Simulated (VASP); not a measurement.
V, 4 atoms in the cell. Symmetry: P6_3/mmc, No. 194, hexagonal system. The conventional cell has a = 2.520 Å, b = 2.520 Å, c = 8.864 Å, α = 90.00°, β = 90.00°, γ = 120.00°. V (site symmetry -3m) has 12 V at 2.52 to 2.65 Å within 3.3 Å. Within 3.3 Å of V (site symmetry -6m2) lie 12 V at 2.52 to 2.65 Å.  This cell differs from its parent crystal: volume scaled by 0.88.

- Program: VASP 6.6.1
- Task: single point
- Functional: PBE
- Potentials or basis: VASP PAW PBE potentials, release 64 (V_sv)
- Cutoff: 520 eV
- k mesh: 15 × 15 × 4
- Occupations: fermi-dirac, width 0.05 eV
- Spin: collinear spin, ferromagnetic start
- Starting moments: [1.0, 1.0, 1.0, 1.0] μB
- Dipole correction: no
- Further INCAR settings: ALGO = Normal; EDIFF = 1e-07; NBANDS = 38

Potentials or basis: VASP PAW PBE potentials, release 64 (V_sv).

Run with:

```sh
$ cat potpaw_PBE.64/V_sv/POTCAR > POTCAR
$ mpirun -np 1 vasp_std > vasp.out
```

Hardware: 1 thread of Intel(R) Xeon(R) Platinum 8488C (Sapphire Rapids), with other jobs on the host.

Question: How long does it take, and how much memory?

Answer: Wall time 6.4 min on 1 thread of Intel(R) Xeon(R) Platinum 8488C (Sapphire Rapids), with other jobs on the host, peak memory 0.31 GiB. Counts: scf iterations 20, k points 81.
